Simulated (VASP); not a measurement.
# LiHF2 (R-3m) in VASP: further runs, part 2 of 2

VASP 6.6.1. Earlier steps stand in the parts before.

### Step 4. Single point, LDA (strain +0.0875 x Voigt [0, 0, 1, 0, 0, 0])

The input, INCAR:

```
  ALGO = Normal
  EDIFF = 1E-7
  ENCUT = 520
  GGA = CA
  ISIF = 2
  ISMEAR = 0
  LASPH = True
  LCHARG = False
  LREAL = False
  LWAVE = False
  NBANDS = 17
  NELM = 80
  PREC = Accurate
  SIGMA = 0.05
```

The input, KPOINTS:

```
k-points
0
Gamma
  9 9 9
```

The input, POSCAR:

```
LiHF2
1.0
    1.4427881604      0.8329941328      4.7084519996
   -1.4427881604      0.8329941328      4.7084519996
    0.0000000000     -1.6659882656      4.7084519996
Li H F
1 1 2
Direct
    0.0000000000      0.0000000000      0.0000000000
    0.5000000000      0.5000000000      0.5000000000
    0.4125119035      0.4125119035      0.4125119035
    0.5874880965      0.5874880965      0.5874880965
```

Potentials or basis: VASP PAW LDA potentials, release 64 (Li_sv, H, F).

On the command line:

```bash
$ cat potpaw_LDA.64/Li_sv/POTCAR potpaw_LDA.64/H/POTCAR potpaw_LDA.64/F/POTCAR > POTCAR
$ mpirun -np 1 vasp_std > vasp.out
```

OUTCAR:

```text
EDIFF = 1E-7
   ENCUT = 520
   GGA = CA
   ISIF = 2
   ISMEAR = 0
   LASPH = True
   LREAL = False
   NELM = 80
   PREC = Accurate

 ion  position               nearest neighbor table
   1  0.000  0.000  0.000-   4 2.01   4 2.01   3 2.01   3 2.01   4 2.01   3 2.01
   2  0.500  0.500  0.500-   3 1.24   4 1.24
   3  0.413  0.413  0.413-   2 1.24   1 2.01   1 2.01   1 2.01
   4  0.587  0.587  0.587-   2 1.24   1 2.01   1 2.01   1 2.01

  LATTYP: Found a trigonal (rhomboedric) cell.
 ALAT       =     4.9945006891
 COS(alpha) =     0.8331020584

  Lattice vectors:

 A1 = (   1.4427881604,   0.8329941328,   4.7084519996)
 A2 = (  -1.4427881604,   0.8329941328,   4.7084519996)
 A3 = (   0.0000000000,  -1.6659882656,   4.7084519996)

Analysis of symmetry for initial positions (statically):
=====================================================================
 Subroutine PRICEL returns:
 Original cell was already a primitive cell.

 Routine SETGRP: Setting up the symmetry group for a
 trigonal (rhombohedral) supercell.

 Subroutine GETGRP returns: Found 12 space group operations
 (whereof 12 operations were pure point group operations)
 out of a pool of 12 trial point group operations.

The static configuration has the point symmetry D_3d.

Analysis of symmetry for dynamics (positions and initial velocities):
=====================================================================
 Subroutine PRICEL returns:
 Original cell was already a primitive cell.

 Routine SETGRP: Setting up the symmetry group for a
 trigonal (rhombohedral) supercell.

 Subroutine GETGRP returns: Found 12 space group operations
 (whereof 12 operations were pure point group operations)
 out of a pool of 12 trial point group operations.

The dynamic configuration has the point symmetry D_3d.

[... 114 lines left out ...]
   NUPDOWN=      -1.0000    fix difference up-down
   EMIN   =  10.00;   EMAX   =-10.00  energy-range for DOS
   EFERMI =   0.00;   METHOD = LEGACY
   ISMEAR =     0;   SIGMA  =   0.05  broadening in eV -4-tet -1-fermi 0-gaus
   EFERMI_NEDOS =   21; number of points for ismear=-14 and -15
   IALGO  =     38    algorithm
   IMIX   =      4    mixing-type and parameters
     AMIX     =   0.40;   BMIX     =  1.00
     AMIX_MAG =   1.60;   BMIX_MAG =  1.00
  volume/ion in A,a.u.               =       8.49        57.28
  Fermi-wavevector in a.u.,A,eV,Ry     =   1.324975  2.503840 23.885828  1.755559
  Thomas-Fermi vector in A             =   2.454470
   LORBIT       =      0    0 simple, 1 ext, 2 COOP (PROOUT), +10 PAW based schemes
   GGA     = CA    functional components
   LHFCALC =     F    Hartree Fock is set to
   AEXX    =    0.0000 exact exchange contribution
   IVDW    =     0    specifies the selected vdW correction
   LEPSILON=     F    determine dielectric tensor
   LRPA    =     F    only Hartree local field effects (RPA)
 non-spin polarized calculation
 Gauss-broadening in eV      SIGMA  =   0.05
  energy-cutoff  :      520.00
  volume of cell :       33.95
 maximum number of plane-waves:       939
 NGX is ok and might be reduce to    40
   NGX = 19   NGY = 19   NGZ = 19

 number of electron      18.0000009 magnetization

 Free energy of the ion-electron system (eV)
  ---------------------------------------------------
  ext. energy  EPLUGINS =         0.00000000
  ---------------------------------------------------
  free energy    TOTEN  =       -19.56774160 eV

  energy without entropy =      -19.56774160  energy(sigma->0) =      -19.56774160

 E-fermi :  -2.7143     XC(G=0):  -9.8412

 val. band max:       -3.0209468230   @ k =   0.4444   0.4444   0.4444
 cond. band min:       4.2142769665   @ k =   0.0000   0.0000   0.0000
 fundamental gap:      7.2352237894
 Fermi energy:        -2.7143208746

 k-point     1 :       0.0000    0.0000    0.0000
  band No.  band energies     occupation
      1     -42.5682      2.00000
      2     -23.3566      2.00000
      3     -22.3929      2.00000
      4      -8.3668      2.00000
      5      -3.7365      2.00000
      6      -3.2553      2.00000
[... 457 lines left out ...]
      4      -7.3044      2.00000
      5      -5.6251      2.00000
      6      -4.7820      2.00000
[... 9 lines left out ...]
     16      16.1136      0.00000
     17      20.0715      0.00000

 [... further k-points ...]
[... 5 lines left out ...]
  --------------------------------------------------------------------------------------
  -------------------------------------------------------------------------------------
  Total       -0.3519287     -0.3519287     -6.0265850      0.0000000      0.0000000     -0.0000000
  in kB      -16.6070071    -16.6070071   -284.3858354      0.0000000      0.0000000     -0.0000000
  external PRESSURE =    -105.8666165 kB  Pullay stress =       0.0000000 kB

 VOLUME and BASIS-vectors are now :
 -----------------------------------------------------------------------------
  energy-cutoff  :      520.00
  volume of cell :       33.95
      direct lattice vectors                 reciprocal lattice vectors
     1.442788160  0.832994133  4.708452000     0.346551222  0.200081441  0.070794676
    -1.442788160  0.832994133  4.708452000    -0.346551222  0.200081441  0.070794676
     0.000000000 -1.665988266  4.708452000     0.000000000 -0.400162883  0.070794676

 POSITION                                       TOTAL-FORCE (eV/Angst)
 -----------------------------------------------------------------------------------
      0.00000      0.00000      0.00000        -0.000000      0.000000      0.000000
      0.00000      0.00000      7.06268         0.000000     -0.000000      0.000000
      0.00000      0.00000      5.82688         0.000000      0.000000      1.429165
      0.00000      0.00000      8.29848         0.000000      0.000000     -1.429165
 -----------------------------------------------------------------------------------
    total drift:                                0.000000      0.000000     -0.000000

  FREE ENERGIE OF THE ION-ELECTRON SYSTEM (eV)
  ---------------------------------------------------
  free  energy   TOTEN  =       -19.5677416044 eV

  energy  without entropy=      -19.5677416044  energy(sigma->0) =      -19.56774160
```

Run time: 58 s. Hardware: 1 thread of Intel Xeon 6975P-C (Granite Rapids), shared host; peak memory 0.2 GiB.

What came out:

```yaml
Free_energy: -19.5677 eV
Largest_force: 1.429 eV/Å
Band_gap_on_the_k_mesh: 7.24 eV, indirect (least direct gap 7.38 eV)
```

Forces on the atoms (eV/Å):
```
Li   0.000  0.000  0.000
H    0.000  0.000  0.000
F    0.000  0.000  1.429
F    0.000  0.000 -1.429
```

Caveat: the cell differs from its parent crystal (strain +0.0875 x Voigt [0, 0, 1, 0, 0, 0]); the cutoff is under 1.25 times the usual one of these potentials, so pressure, stress and relaxed cells hold a basis-set (Pulay) error; forces of over 1 eV/Å act on the atoms, so gaps and moduli don't describe the material at rest. A k mesh can miss the band edges.

### Step 5. Single point, LDA (strain +0.1000 x Voigt [0, 0, 1, 0, 0, 0])

The input, INCAR:

```
SYSTEM = LiHF2
PREC = Accurate ; ENCUT = 520
EDIFF = 1E-6 ; ISMEAR = 0
SIGMA = 0.05 ; LREAL = .FALSE.
LASPH = .TRUE. ; NELM = 80
ALGO = Normal ; ISIF = 2
LWAVE = .FALSE. ; LCHARG = .TRUE.
LELF = .TRUE. ; LVHAR = .TRUE.
NBANDS = 17
```

The input, KPOINTS:

```
Automatic mesh
0
G
  9 9 9
  0 0 0
```

The input, POSCAR:

```
LiHF2
1.0
    1.4427881604      0.8329941328      4.7625721375
   -1.4427881604      0.8329941328      4.7625721375
    0.0000000000     -1.6659882656      4.7625721375
Li H F
1 1 2
Direct
    0.0000000000      0.0000000000      0.0000000000
    0.5000000000      0.5000000000      0.5000000000
    0.4125119035      0.4125119035      0.4125119035
    0.5874880965      0.5874880965      0.5874880965
```

Potentials or basis: VASP PAW LDA potentials, release 64 (Li_sv, H, F).

On the command line:

```bash
$ cat potpaw_LDA.64/Li_sv/POTCAR potpaw_LDA.64/H/POTCAR potpaw_LDA.64/F/POTCAR > POTCAR
$ mpirun -np 1 vasp_std > vasp.out
```

OUTCAR:

```text
SYSTEM = LiHF2
   PREC = Accurate
   ENCUT = 520
   EDIFF = 1E-6
   ISMEAR = 0
   LREAL = .FALSE.
   LASPH = .TRUE.
   NELM = 80
   ISIF = 2

 ion  position               nearest neighbor table
   1  0.000  0.000  0.000-   4 2.01   4 2.01   3 2.01   3 2.01   4 2.01   3 2.01
   2  0.500  0.500  0.500-   3 1.25   4 1.25
   3  0.413  0.413  0.413-   2 1.25   1 2.01   1 2.01   1 2.01
   4  0.587  0.587  0.587-   2 1.25   1 2.01   1 2.01   1 2.01

  LATTYP: Found a trigonal (rhomboedric) cell.
 ALAT       =     5.0455535143
 COS(alpha) =     0.8364624445

  Lattice vectors:

 A1 = (   1.4427881604,   0.8329941328,   4.7625721375)
 A2 = (  -1.4427881604,   0.8329941328,   4.7625721375)
 A3 = (   0.0000000000,  -1.6659882656,   4.7625721375)

Analysis of symmetry for initial positions (statically):
=====================================================================
 Subroutine PRICEL returns:
 Original cell was already a primitive cell.

 Routine SETGRP: Setting up the symmetry group for a
 trigonal (rhombohedral) supercell.

 Subroutine GETGRP returns: Found 12 space group operations
 (whereof 12 operations were pure point group operations)
 out of a pool of 12 trial point group operations.

The static configuration has the point symmetry D_3d.

Analysis of symmetry for dynamics (positions and initial velocities):
=====================================================================
 Subroutine PRICEL returns:
 Original cell was already a primitive cell.

 Routine SETGRP: Setting up the symmetry group for a
 trigonal (rhombohedral) supercell.

 Subroutine GETGRP returns: Found 12 space group operations
 (whereof 12 operations were pure point group operations)
 out of a pool of 12 trial point group operations.

The dynamic configuration has the point symmetry D_3d.

 Subroutine INISYM returns: Found 12 space group operations
 (whereof 12 operations are pure point group operations),
 and found     1 'primitive' translations

----------------------------------------------------------------------------------------

[... 115 lines left out ...]
     AMIX     =   0.40;   BMIX     =  1.00
     AMIX_MAG =   1.60;   BMIX_MAG =  1.00
  volume/ion in A,a.u.               =       8.59        57.94
  Fermi-wavevector in a.u.,A,eV,Ry     =   1.319937  2.494319 23.704531  1.742234
  Thomas-Fermi vector in A             =   2.449799
   LORBIT       =      0    0 simple, 1 ext, 2 COOP (PROOUT), +10 PAW based schemes
   GGA     = CA    functional components
   LHFCALC =     F    Hartree Fock is set to
   AEXX    =    0.0000 exact exchange contribution
   IVDW    =     0    specifies the selected vdW correction
   LEPSILON=     F    determine dielectric tensor
   LRPA    =     F    only Hartree local field effects (RPA)
 non-spin polarized calculation
 Gauss-broadening in eV      SIGMA  =   0.05
  energy-cutoff  :      520.00
  volume of cell :       34.34
 maximum number of plane-waves:       944
 NGX is ok and might be reduce to    40
   NGX = 19   NGY = 19   NGZ = 19

 number of electron      18.0000001 magnetization

 Free energy of the ion-electron system (eV)
  ---------------------------------------------------
  ext. energy  EPLUGINS =         0.00000000
  ---------------------------------------------------
  free energy    TOTEN  =       -19.49603216 eV

  energy without entropy =      -19.49603216  energy(sigma->0) =      -19.49603216

 E-fermi :  -2.8020     XC(G=0):  -9.7947

 val. band max:       -3.0608215904   @ k =   0.4444   0.4444   0.4444
 cond. band min:       4.0141940143   @ k =   0.0000   0.0000   0.0000
 fundamental gap:      7.0750156047
 Fermi energy:        -2.8019746043

 k-point     1 :       0.0000    0.0000    0.0000
  band No.  band energies     occupation
      1     -42.6629      2.00000
      2     -23.3387      2.00000
      3     -22.4390      2.00000
      4      -8.3366      2.00000
      5      -3.8275      2.00000
      6      -3.2785      2.00000
[... 457 lines left out ...]
      4      -7.2776      2.00000
      5      -5.6408      2.00000
      6      -4.8283      2.00000
[... 9 lines left out ...]
     16      15.9814      0.00000
     17      19.9861      0.00000

 [... further k-points ...]
[... 5 lines left out ...]
  --------------------------------------------------------------------------------------
  -------------------------------------------------------------------------------------
  Total       -0.3737746     -0.3737746     -6.7151263      0.0000000      0.0000000      0.0000000
  in kB      -17.4374522    -17.4374522   -313.2762253      0.0000000      0.0000000      0.0000000
  external PRESSURE =    -116.0503766 kB  Pullay stress =       0.0000000 kB

 VOLUME and BASIS-vectors are now :
 -----------------------------------------------------------------------------
  energy-cutoff  :      520.00
  volume of cell :       34.34
      direct lattice vectors                 reciprocal lattice vectors
     1.442788160  0.832994133  4.762572138     0.346551222  0.200081441  0.069990191
    -1.442788160  0.832994133  4.762572138    -0.346551222  0.200081441  0.069990191
     0.000000000 -1.665988266  4.762572138     0.000000000 -0.400162883  0.069990191

 POSITION                                       TOTAL-FORCE (eV/Angst)
 -----------------------------------------------------------------------------------
      0.00000      0.00000      0.00000         0.000000      0.000000      0.000000
      0.00000      0.00000      7.14386        -0.000000      0.000000      0.000000
      0.00000      0.00000      5.89385         0.000000      0.000000      1.557130
      0.00000      0.00000      8.39386         0.000000     -0.000000     -1.557130
 -----------------------------------------------------------------------------------
    total drift:                                0.000000      0.000000     -0.000000

  FREE ENERGIE OF THE ION-ELECTRON SYSTEM (eV)
  ---------------------------------------------------
  free  energy   TOTEN  =       -19.4960321620 eV

  energy  without entropy=      -19.4960321620  energy(sigma->0) =      -19.49603216
```

OSZICAR:

```text
N       E                     dE             d eps       ncg     rms          rms(c)
DAV:   1     0.776503373464E+02    0.77650E+02   -0.93848E+03  2906   0.104E+03
DAV:   2    -0.169446832397E+02   -0.94595E+02   -0.91986E+02  3700   0.245E+02
DAV:   3    -0.206287866158E+02   -0.36841E+01   -0.36642E+01  3548   0.441E+01
DAV:   4    -0.207244526246E+02   -0.95666E-01   -0.95581E-01  3473   0.750E+00
DAV:   5    -0.207270851869E+02   -0.26326E-02   -0.26323E-02  3402   0.103E+00    0.607E+00
DAV:   6    -0.195986570396E+02    0.11284E+01   -0.21206E+00  3012   0.129E+01    0.210E+00
DAV:   7    -0.195244479049E+02    0.74209E-01   -0.90613E-02  3683   0.268E+00    0.126E+00
DAV:   8    -0.194957496388E+02    0.28698E-01   -0.53201E-02  3388   0.237E+00    0.192E-01
DAV:   9    -0.194959532214E+02   -0.20358E-03   -0.51777E-03  3131   0.602E-01    0.834E-02
DAV:  10    -0.194960171535E+02   -0.63932E-04   -0.18317E-04  3487   0.132E-01    0.270E-02
DAV:  11    -0.194960311033E+02   -0.13950E-04   -0.30576E-05  3499   0.458E-02    0.137E-02
DAV:  12    -0.194960321964E+02   -0.10931E-05   -0.50356E-06  3398   0.187E-02    0.249E-03
DAV:  13    -0.194960321620E+02    0.34374E-07   -0.24840E-07  1692   0.498E-03
   1 F= -.19496032E+02 E0= -.19496032E+02  d E =-.407569E-15
```

Wall time 46 s (1 thread of Intel Xeon 6975P-C (Granite Rapids), shared host); peak memory 0.21 GiB.

What came out:

| Item | Value |
| --- | --- |
| Free energy | -19.4960 eV |
| Largest force | 1.557 eV/Å |
| Band gap on the k mesh | 7.08 eV, indirect (least direct gap 7.21 eV) |

Forces in eV/Å, atoms in the order of the input:
```
Li   0.000  0.000  0.000
H    0.000  0.000  0.000
F    0.000  0.000  1.557
F    0.000  0.000 -1.557
```

Levels at points of the mesh, in eV from the valence-band top:
```
           k point  band 5  band 6  band 7  band 8  band 9  band 10  band 11  band 12  band 13  band 14
(0.00, 0.00, 0.00)   -0.77   -0.22   -0.22   -0.13   -0.13     7.07    12.33    14.55    16.85    20.15
```

Caveat: the cell differs from its parent crystal (strain +0.1000 x Voigt [0, 0, 1, 0, 0, 0]); the cutoff is under 1.25 times the usual one of these potentials, so pressure, stress and relaxed cells hold a basis-set (Pulay) error; forces of over 1 eV/Å act on the atoms, so gaps and moduli don't describe the material at rest. A k mesh can miss the band edges.

### Step 6. Overview

| cell | gap on the mesh (eV) | largest force (eV/Å) |
| --- | --- | --- |
| a = 4.842 Å, angles 34.7°, 4 atoms | 7.69 | 0.93 |
| a = 4.944 Å, angles 33.9°, 4 atoms | 7.39 | 1.28 |
| a = 4.995 Å, angles 33.6°, 4 atoms | 7.24 | 1.43 |
| a = 5.046 Å, angles 33.2°, 4 atoms | 7.08 | 1.56 |

Alike in all rows: task single point; level LDA; potentials or basis VASP PAW LDA potentials, release 64 (Li_sv, H, F); no spin polarisation; k mesh 9 × 9 × 9; cutoff (eV) 520; smearing gaussian 0.05 eV.

Caveats: the cutoff is under 1.25 times the usual one of these potentials, so pressure, stress and relaxed cells hold a basis-set (Pulay) error; forces of over 1 eV/Å act on the atoms, so gaps and moduli don't describe the material at rest (some runs).

Total energies depend on the potentials used, so only differences within one code and one set of settings carry meaning.
